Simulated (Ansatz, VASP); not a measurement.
# Two plane-wave programs on CoGe3

File INCAR:

```
SYSTEM = CoGe3
  PREC = Accurate
  ENCUT = 600
  EDIFF = 1E-7
  ISMEAR = 0
  SIGMA = 0.1
  LREAL = .False.
  LASPH = .True.
  NELM = 60
  ALGO = Normal
  ISIF = 3
  LWAVE = .False.
  LCHARG = .False.
  GGA = PS
  IBRION = 2
  NSW = 100
  EDIFFG = -0.01
```

KPOINTS

```
regular mesh
0
Gamma
  10 10 10
  0 0 0
```

POSCAR

```
CoGe3
1.0
    3.9309067800      0.0000000000      0.0000000000
    0.0000000000      3.9309067800      0.0000000000
    0.0000000000      0.0000000000      3.9309067800
Ge Co
3 1
Direct
    0.0000000000      0.5000000000      0.5000000000
    0.5000000000      0.0000000000      0.5000000000
    0.5000000000      0.5000000000      0.0000000000
    0.0000000000      0.0000000000      0.0000000000
```

Input for Ansatz:

```yaml
crystal:
  lattice:
    - [3.93090678, 0.0, 0.0]
    - [0.0, 3.93090678, 0.0]
    - [0.0, 0.0, 3.93090678]
  atoms:
    - { symbol: Ge, position: [0.0, 0.5, 0.5] }
    - { symbol: Ge, position: [0.5, 0.0, 0.5] }
    - { symbol: Ge, position: [0.5, 0.5, 0.0] }
    - { symbol: Co, position: [0.0, 0.0, 0.0] }
basis:
  ecutwfc: 420
kpoints:
  mp_grid: { grid: [10, 10, 10] }
hamiltonian:
  xc: pbesol
scf:
  occupations: { method: gaussian, width: 0.1 }
output:
  forces: true
  stress: true
  eigenvalues: true
  write_density: true
  write_potential: true
  elf: true
  volumetric_format: npy
relax:
  adjacent_minimum: "off"
  f_tol: 0.01
  max_steps: 80
  cell: { stress_tol: 0.05 }
```

Alike in both runs: task relaxation of cell and atoms; functional PBEsol; k mesh 10 × 10 × 10; occupations gaussian, width 0.1 eV; no spin polarisation.

|  | VASP | Ansatz |
| --- | --- | --- |
| version | VASP 6.6.1 | Ansatz 0.2.0 |
| potentials or method | VASP PAW PBE potentials, release 64 (Ge_d, Co), cutoff 600 eV | scalar-relativistic, plane waves, PAW |
| valence electrons in the cell | 51 | 59 |

```tsv
	VASP	Ansatz	Ansatz less VASP
gap on the k mesh at the Fermi level, each at its own relaxed structure (eV)	none	none	-
relaxed volume (Å³/atom)	15.14	15.13	-0.016
relaxed length of the cell vector where the two differ most in proportion (Å)	3.927	3.926	-0.0014
```

VASP's potentials were made for PBE, not for PBEsol. A gap of «none» marks a metal or a gap that the smearing closes. VASP's potentials hold 51 valence electrons a cell and Ansatz's 59, so a difference there can come from the potentials and not from the codes.
